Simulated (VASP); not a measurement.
Write the native input for VASP 6.6.1 that does the following.

```yaml
Task: relaxation of cell and atoms
Functional: PBE
Potentials_or_basis: VASP PAW PBE potentials, release 64 (Cs_sv, As)
Cutoff: 600 eV
k_mesh: 6 × 6 × 6
Occupations: gaussian, width 0.02 eV
Spin: no spin polarisation
Dipole_correction: no
Further_INCAR_settings: ALGO = Normal; EDIFF = 1e-06; IBRION = 2; EDIFFG = -0.01; NSW = 100; ISIF = 3
```

The structure of CsAs3 lies in POSCAR:

```
CsAs3
1.0
    3.2185514570      1.8582315501      6.0438186022
   -3.2185514570      1.8582315501      6.0438186022
    0.0000000000     -3.7164631002      6.0438186022
Cs As
1 3
Direct
    0.5000000000      0.5000000000      0.5000000000
    0.8788607960      0.8788607960      0.8788607960
    0.1211392040      0.1211392040      0.1211392040
    0.0000000000      0.0000000000      0.0000000000
```

The cell was generated, and may not be a known phase.

These files were run (other wordings do the same):

INCAR

```
PREC = Accurate ; ENCUT = 600
EDIFF = 1E-6 ; ISMEAR = 0
SIGMA = 0.02 ; LREAL = False
LASPH = True ; NELM = 100
ALGO = Normal ; ISIF = 3
LWAVE = False ; LCHARG = False
GGA = PE ; IBRION = 2
NSW = 100 ; EDIFFG = -0.01
```

KPOINTS

```
Automatic mesh
0
Gamma
  6 6 6
```

Potentials or basis: VASP PAW PBE potentials, release 64 (Cs_sv, As).

Command:

```console
$ cat potpaw_PBE.64/Cs_sv/POTCAR potpaw_PBE.64/As/POTCAR > POTCAR
$ mpirun -np 1 vasp_std > vasp.out
```

Results of the run:

```yaml
Relaxed_volume: 54.75 Å³/atom
Relaxed_cell: a = 7.119 Å, b = 7.119 Å, c = 7.119 Å, α = 53.94°, β = 53.94°, γ = 53.94°
Space_group_after_relaxing_to_0.1_Å: R-3m (No. 166)
Energy_gained_by_relaxing: 0.2 meV/atom
Ionic_steps: 8
Pressure_after_relaxing: 0.0 GPa
Largest_force_after_relaxing: 0.009 eV/Å
Band_gap_on_the_k_mesh: 0.97 eV
```

Caveat: spin-orbit coupling is left out, which moves the levels of the heavy elements.

It took 16 min on 1 thread of Oxide Virtual Turin-like Processor, with other jobs on the host, peak memory 0.56 GiB.
